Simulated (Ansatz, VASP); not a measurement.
**Two plane-wave programs on IrPt3C**

File INCAR:

```
SYSTEM = IrPt3C
  ALGO = Normal
  EDIFF = 1E-6
  EDIFFG = -0.01
  ENCUT = 600
  GGA = PE
  IBRION = 2
  ISIF = 3
  ISMEAR = 0
  LASPH = .True.
  LCHARG = .False.
  LREAL = .False.
  LWAVE = .False.
  NELM = 100
  NSW = 100
  PREC = Accurate
  SIGMA = 0.1
```

File KPOINTS:

```
k-points
0
Gamma
  8 8 8
  0 0 0
```

File POSCAR:

```
IrPt3C
1.0
    4.8119415751      0.0000000000      0.0000000000
    0.0000000000      4.8119415751      0.0000000000
    0.0000000000      0.0000000000      4.8119415751
Ir Pt C
1 3 1
Direct
    0.0000000000      0.0000000000      0.0000000000
    0.5000000000      0.0000000000      0.0000000000
    0.0000000000      0.5000000000      0.0000000000
    0.0000000000      0.0000000000      0.5000000000
    0.5000000000      0.5000000000      0.5000000000
```

Input for Ansatz:

```yaml
crystal:
  lattice:
    - [4.8119415751, 0.0, 0.0]
    - [0.0, 4.8119415751, 0.0]
    - [0.0, 0.0, 4.8119415751]
  atoms:
    - { symbol: Ir, position: [0.0, 0.0, 0.0] }
    - { symbol: Pt, position: [0.5, 0.0, 0.0] }
    - { symbol: Pt, position: [0.0, 0.5, 0.0] }
    - { symbol: Pt, position: [0.0, 0.0, 0.5] }
    - { symbol: C, position: [0.5, 0.5, 0.5] }
basis:
  ecutwfc: 420
kpoints:
  mp_grid: { grid: [8, 8, 8] }
hamiltonian:
  xc: pbe
scf:
  occupations: { method: gaussian, width: 0.1 }
output:
  forces: true
  stress: true
  eigenvalues: true
relax:
  adjacent_minimum: "off"
  f_tol: 0.01
  max_steps: 80
  cell: { stress_tol: 0.05 }
```

Change from the starting cell: species swapped into the EuH3Pd type (Pm-3m, No. 221).

Alike in both runs: task relaxation of cell and atoms; functional PBE; k mesh 8 × 8 × 8; occupations gaussian, width 0.1 eV; no spin polarisation.

|  | VASP | Ansatz |
| --- | --- | --- |
| version | VASP 6.6.1 | Ansatz 0.2.0 |
| potentials or method | VASP PAW PBE potentials, release 64 (Ir, Pt, C), cutoff 600 eV | scalar-relativistic, plane waves, PAW |
| valence electrons in the cell | 43 | 75 |

```csv
,VASP,Ansatz,Ansatz less VASP
"gap on the k mesh at the Fermi level, each at its own relaxed structure (eV)",none,none,-
relaxed volume (Å³/atom),22.28,22.32,+0.036
relaxed length of the cell vector where the two differ most in proportion (Å),4.812,4.815,+0.0026
```

A gap of «none» marks a metal or a gap that the smearing closes. VASP's potentials hold 43 valence electrons a cell and Ansatz's 75, so a difference there can come from the potentials and not from the codes.

Spin-orbit coupling is off throughout. Noted on VASP's run: the relaxation stopped at its first step, so nothing moved; too few bands were computed for a metal, which touches its energy and stress.
